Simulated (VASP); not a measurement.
# Co (P6_3/mmc) in VASP: further runs, part 2 of 2

VASP 6.6.1. The steps go on from the part before.

### 3 Single point, PBE, collinear spin, ferromagnetic start

This run uses another cell than the first one, of 9.55 Å³/atom, 1.017 times its volume.

File INCAR:

```
PREC = Accurate
ENCUT = 520
EDIFF = 1E-7
ISMEAR = 0
SIGMA = 0.15
LREAL = False
LASPH = True
NELM = 150
ALGO = Normal
ISIF = 2
LWAVE = False
LCHARG = True
ISPIN = 2
MAGMOM = 1.86 1.86
LORBIT = 11
LMAXMIX = 4
GGA = PE
LELF = True
LVHAR = True
NBANDS = 20
```

File KPOINTS:

```
Automatic mesh
0
Gamma
  21 21 12
```

File POSCAR:

```
Co
1.0
    2.4933810334      0.0000000000      0.0000000000
   -1.2466905167      2.1593313163      0.0000000000
    0.0000000000      0.0000000000      3.5484000000
Co
2
Direct
    0.3333333333      0.6666666667      0.2500000000
    0.6666666667      0.3333333333      0.7500000000
```

Potentials or basis: VASP PAW PBE potentials, release 64 (Co).

Launch:

```
> cat potpaw_PBE.64/Co/POTCAR > POTCAR
> mpirun -np 1 vasp_std > vasp.out
```

OUTCAR:

```text
PREC = Accurate
   ENCUT = 520
   EDIFF = 1E-7
   ISMEAR = 0
   LREAL = False
   LASPH = True
   NELM = 150
   ISIF = 2
   ISPIN = 2
   LORBIT = 11
   GGA = PE

 ion  position               nearest neighbor table
   1  0.333  0.667  0.250-   2 2.28   2 2.28   2 2.28   2 2.28   2 2.28   2 2.28
   2  0.667  0.333  0.750-   1 2.28   1 2.28   1 2.28   1 2.28   1 2.28   1 2.28

  LATTYP: Found a hexagonal cell.
 ALAT       =     2.4933810334
 C/A-ratio  =     1.4231278543

  Lattice vectors:

 A1 = (   2.4933810334,   0.0000000000,   0.0000000000)
 A2 = (  -1.2466905167,   2.1593313163,   0.0000000000)
 A3 = (   0.0000000000,   0.0000000000,   3.5484000000)

Analysis of symmetry for initial positions (statically):
=====================================================================
 Subroutine PRICEL returns:
 Original cell was already a primitive cell.

 Routine SETGRP: Setting up the symmetry group for a
 hexagonal supercell.

 Subroutine GETGRP returns: Found 24 space group operations
 (whereof 12 operations were pure point group operations)
[... 746 lines left out ...]

 k-point     1 :       0.0000    0.0000    0.0000
  band No.  band energies     occupation
      1       2.5456      1.00000
      2       7.3554      1.00000
      3      10.7865      1.00000
      4      10.7865      1.00000
      5      11.1367      1.00000
      6      11.1367      1.00000
[... 541 lines left out ...]
     19      38.3435      0.00000
     20      40.7609      0.00000

 [... further k-points ...]
[... 5 lines left out ...]
  --------------------------------------------------------------------------------------
  -------------------------------------------------------------------------------------
  Total        2.7424845      2.7424845      8.2045028      0.0000000      0.0000000      0.0000000
  in kB      229.9928115    229.9928115    688.0537131      0.0000000      0.0000000      0.0000000
  external PRESSURE =     382.6797787 kB  Pullay stress =       0.0000000 kB

 VOLUME and BASIS-vectors are now :
 -----------------------------------------------------------------------------
  energy-cutoff  :      520.00
  volume of cell :       19.10
      direct lattice vectors                 reciprocal lattice vectors
     2.493381033  0.000000000  0.000000000     0.401061846  0.231553165  0.000000000
    -1.246690517  2.159331316  0.000000000     0.000000000  0.463106329  0.000000000
     0.000000000  0.000000000  3.548400000     0.000000000  0.000000000  0.281817157

 POSITION                                       TOTAL-FORCE (eV/Angst)
 -----------------------------------------------------------------------------------
     -0.00000      1.43955      0.88710         0.000000      0.000000      0.000000
      1.24669      0.71978      2.66130        -0.000000     -0.000000      0.000000
 -----------------------------------------------------------------------------------
    total drift:                               -0.000000     -0.000000     -0.000000

  FREE ENERGIE OF THE ION-ELECTRON SYSTEM (eV)
  ---------------------------------------------------
  free  energy   TOTEN  =       -13.5761320160 eV

  energy  without entropy=      -13.5516958149  energy(sigma->0) =      -13.56391392

 total charge

# of ion       s       p       d       tot
------------------------------------------
    1        0.551   0.643   7.389   8.582
    2        0.551   0.643   7.389   8.582
--------------------------------------------------
tot          1.101   1.286  14.777  17.164

 magnetization (x)

# of ion       s       p       d       tot
------------------------------------------
    1       -0.016  -0.052   1.435   1.367
    2       -0.016  -0.052   1.435   1.367
--------------------------------------------------
tot         -0.032  -0.104   2.869   2.734
```

Wall time 2.7 min (1 thread of Intel Xeon Platinum 8488C (Sapphire Rapids), shared host); peak memory 0.28 GiB.

What came out:

```
Free energy                                           : -13.5761 eV
Pressure                                              : 38.3 GPa
Net moment                                            : 2.74 μB per cell
Site moments                                          : Co +1.37 μB
Valence electrons inside the program's atomic spheres : Co 8.58
```

Levels at points of the mesh, in eV from the Fermi level:
Spin up:
| k point | band 8 | band 9 | band 10 | band 11 | band 12 | band 13 |
| --- | --- | --- | --- | --- | --- | --- |
| (0.00, 0.00, 0.00) | -2.24 | -2.05 | -0.44 | -0.44 | 1.68 | 9.67 |
| (0.00, 0.00, 0.50) | -2.63 | -0.76 | -0.76 | -0.76 | -0.76 | 19.88 |
Spin down:
```csv
k point,band 6,band 7,band 8,band 9,band 10,band 11
"(0.00, 0.00, 0.00)",-1.05,-0.74,-0.74,-0.46,1.04,1.04
"(0.00, 0.00, 0.50)",-1.77,-1.32,-1.32,0.76,0.76,0.76
```

### 4 Single point, PBE, collinear spin, ferromagnetic start

This run uses another cell than the first one, of 11.12 Å³/atom, 1.183 times its volume.

File INCAR:

```
SYSTEM = Co
PREC = Accurate
ENCUT = 520
EDIFF = 1E-6
ISMEAR = 0
SIGMA = 0.15
LREAL = .FALSE.
LASPH = .TRUE.
NELM = 150
ALGO = Normal
ISIF = 2
LWAVE = .FALSE.
LCHARG = .FALSE.
ISPIN = 2
MAGMOM = 1.86 1.86
LORBIT = 11
LMAXMIX = 4
GGA = PE
NBANDS = 20
```

File KPOINTS:

```
regular mesh
0
G
  21 21 12
  0 0 0
```

File POSCAR:

```
Co
1.0
    2.5557000000      0.0000000000      0.0000000000
   -1.2778500000      2.2133011245      0.0000000000
    0.0000000000      0.0000000000      3.9315000000
Co
2
Direct
    0.3333333333      0.6666666667      0.2500000000
    0.6666666667      0.3333333333      0.7500000000
```

Launch:

```
> cat potpaw_PBE.64/Co/POTCAR > POTCAR
> mpirun -np 1 vasp_std > vasp.out
```

Run time: 1.9 min. Hardware: 1 thread of AMD EPYC 9R45 (Zen 5), shared host; peak memory 0.28 GiB.

It converged, with:

```yaml
Free_energy: -14.0406 eV
Pressure: -4.8 GPa
Net_moment: 3.24 μB per cell
Site_moments: Co +1.64 μB
Valence_electrons_inside_the_program's_atomic_spheres: Co 8.23
```

Stress tensor (GPa, compression positive):
```
-9.03  0.00  0.00
 0.00 -9.03  0.00
 0.00  0.00  3.71
```

Levels at points of the mesh, in eV from the Fermi level:
Spin up:
```
           k point  band 9  band 10  band 11  band 12  band 13  band 14
(0.00, 0.00, 0.00)   -2.05    -0.80    -0.80     0.54     6.90    21.15
(0.00, 0.00, 0.50)   -1.10    -1.10    -1.10    -1.10    16.08    16.08
```
Spin down:
| k point | band 5 | band 6 | band 7 | band 8 | band 9 | band 10 |
| --- | --- | --- | --- | --- | --- | --- |
| (0.00, 0.00, 0.00) | -0.61 | -0.49 | -0.49 | -0.33 | -0.33 | 0.47 |
| (0.00, 0.00, 0.50) | -1.04 | -1.04 | -1.04 | -1.04 | 0.73 | 0.73 |

### 5 Summary

```csv
cell,gap on the mesh (eV),pressure (GPa),moment (μB)
"a = 2.419, b = 2.419, c = 3.710 Å, angles 90.0, 90.0, 120.0°, 2 atoms",none,42.6,2.94
"a = 2.493, b = 2.493, c = 3.548 Å, angles 90.0, 90.0, 120.0°, 2 atoms",none,38.3,2.74
"a = 2.556, b = 2.556, c = 3.932 Å, angles 90.0, 90.0, 120.0°, 2 atoms",none,-4.8,3.24
```

Alike in all rows: task single point; level PBE; potentials or basis VASP PAW PBE potentials, release 64 (Co); spin collinear, ferromagnetic start; k mesh 21 × 21 × 12; cutoff (eV) 520; smearing gaussian 0.15 eV.

Absolute energies hang on the potentials; compare differences alone.
